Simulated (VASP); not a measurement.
Here is a VASP 6.6.1 calculation.

INCAR

```
SYSTEM = NaCl
ALGO = Normal ; EDIFF = 1E-6
ENCUT = 520 ; GGA = PS
ISIF = 2 ; ISMEAR = 0
LASPH = .TRUE. ; LCHARG = .TRUE.
LELF = .TRUE. ; LREAL = .FALSE.
LVHAR = .TRUE. ; LWAVE = .FALSE.
NBANDS = 14 ; NELM = 100
PREC = Accurate ; SIGMA = 0.05
```

The input KPOINTS:

```
k-points
0
G
  8 8 8
  0 0 0
```

The input POSCAR:

```
NaCl
1.0
    0.0000000000      2.6052100000      2.7184800000
    2.6052100000      0.0000000000      2.7184800000
    2.6052100000      2.6052100000      0.0000000000
Na Cl
1 1
Direct
    0.0000000000      0.0000000000      0.0000000000
    0.5000000000      0.5000000000      0.5000000000
```

Potentials or basis: VASP PAW PBE potentials, release 64 (Na_pv, Cl).

Command:

```console
$ cat potpaw_PBE.64/Na_pv/POTCAR potpaw_PBE.64/Cl/POTCAR > POTCAR
$ mpirun -np 1 vasp_std > vasp.out
```

Q: Predict the pressure.

A: 7.1 GPa.

Q: What does it give for the band gap on the k mesh?

A: 5.75 eV.

Stress tensor (GPa, compression positive):
```
8.53 0.00 0.00
0.00 8.53 0.00
0.00 0.00 4.33
```

Caveat: the cell differs from its parent crystal (strain -0.080 along x and y, -0.040 along z); the cell stands under pressure; the PAW data sets were made with another functional, which shifts forces and pressure a little.
